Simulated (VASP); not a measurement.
# Sb: single point with PBEsol

The system is Sb.

```
Sb
1.0
     2.15420    1.24373    3.75800
    -2.15420    1.24373    3.75800
     0.00000   -2.48746    3.75800
Sb
2
Direct
  0.23349 0.23349 0.23349
  0.76651 0.76651 0.76651
```

| Quantity | Value |
| --- | --- |
| Program | VASP 6.6.1 |
| Task | single point |
| Functional | PBEsol |
| Potentials or basis | VASP PAW PBE potentials, release 64 (Sb) |
| Cutoff | 520 eV |
| k mesh | 6 × 6 × 6 |
| Occupations | fermi-dirac, width 0.1 eV |
| Spin | no spin polarisation |
| Dipole correction | no |
| Further INCAR settings | ALGO = Normal; EDIFF = 1e-06; NBANDS = 12 |

* Pressure: 0.2 GPa
* Largest force: 0.085 eV/Å
* Band gap on the k mesh: zero (band 5 reaches 7.18 eV, above the bottom of band 6 at 6.89 eV)

Forces in eV/Å, atoms in the order of the input:
```
Sb   0.000  0.000  0.085
Sb   0.000  0.000 -0.085
```

Stress tensor (GPa, compression positive):
```
0.34 0.00 0.00
0.00 0.34 0.00
0.00 0.00 0.05
```

Levels at points of the mesh, in eV from the Fermi level:
```
           k point  band 3  band 4  band 5  band 6  band 7  band 8
(0.00, 0.00, 0.00)   -2.06   -1.79   -1.79    2.06    2.69    2.69
(0.50, 0.00, 0.00)   -1.94   -1.82   -0.28   -0.24    0.16    0.50
(0.50, 0.50, 0.00)   -5.45   -3.76   -3.66    1.47    4.94    5.51
(0.50, 0.50, 0.50)   -1.31   -1.31   -0.51    0.13    0.13    1.11
```

It took 9.9 s on 1 thread of Intel(R) Xeon(R) 6975P-C (Granite Rapids), on a shared host, peak memory 0.19 GiB.

Caveat: the PAW data sets were made with another functional, which shifts forces and pressure a little; spin-orbit coupling is left out, which moves the levels of the heavy elements.
